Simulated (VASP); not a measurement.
The system is Br.

```
Br
1.0
    -1.42349    1.42349    3.57752
     1.42349   -1.42349    3.57752
     1.42349    1.42349   -3.57752
Br
1
Cartesian
  0.0000 0.0000 0.0000
```

| Property | Result |
| --- | --- |
| Program | VASP 6.6.1 |
| Task | relaxation of cell and atoms |
| Functional | PBEsol |
| Potentials or basis | VASP PAW PBE potentials, release 64 (Br) |
| Cutoff | 600 eV |
| k mesh | 13 × 13 × 13 |
| Occupations | fermi-dirac, width 0.05 eV |
| Spin | no spin polarisation |

At the start: pressure -1.1 GPa; volume 29.00 Å³/atom.

**Question.** How do energy, volume and symmetry change on relaxing?

**Answer.** Over 15 steps the energy falls by 4.1 meV/atom and the volume is 29.09 Å³/atom (+0.3 %); space group I4/mmm (No. 139, to 0.1 Å) before and after.

Step by step:
| step | energy change (eV) | largest force (eV/Å) | pressure (GPa) | volume (Å³) |
| --- | --- | --- | --- | --- |
| 1 | 0.0000 | 0.0000 | -1.09 | 29.00 |
| 2 | -0.0030 | 0.0000 | 0.65 | 28.17 |
| 3 | -0.0036 | 0.0000 | 0.08 | 28.41 |
| 4 | -0.0036 | 0.0000 | 0.12 | 28.40 |
| 5 | -0.0037 | 0.0000 | 0.16 | 28.46 |
| 6 | -0.0039 | 0.0000 | 0.08 | 28.63 |
| 7 | -0.0041 | 0.0000 | 0.05 | 28.99 |
| 8 | -0.0041 | 0.0000 | 0.10 | 29.04 |
| 9 | -0.0040 | 0.0000 | 0.04 | 29.13 |
| 10 | -0.0041 | 0.0000 | 0.03 | 29.11 |
| 11 | -0.0041 | 0.0000 | 0.02 | 29.07 |
| 12 | -0.0041 | 0.0000 | 0.04 | 29.05 |
| 13 | -0.0040 | 0.0000 | -0.15 | 29.16 |
| 14 | -0.0041 | 0.0000 | 0.06 | 29.08 |
| 15 | -0.0041 | 0.0000 | -0.03 | 29.09 |

Final structure:
```
Br
1.0
    -1.40841    1.40841    3.66649
     1.40841   -1.40841    3.66649
     1.40841    1.40841   -3.66649
Br
1
Direct
  0.00000 0.00000 0.00000
```

Caveat: the PAW data sets were made with another functional, which shifts forces and pressure a little; an odd number of electrons without spin polarisation forces a metal; a magnetic or distorted state may lie lower.
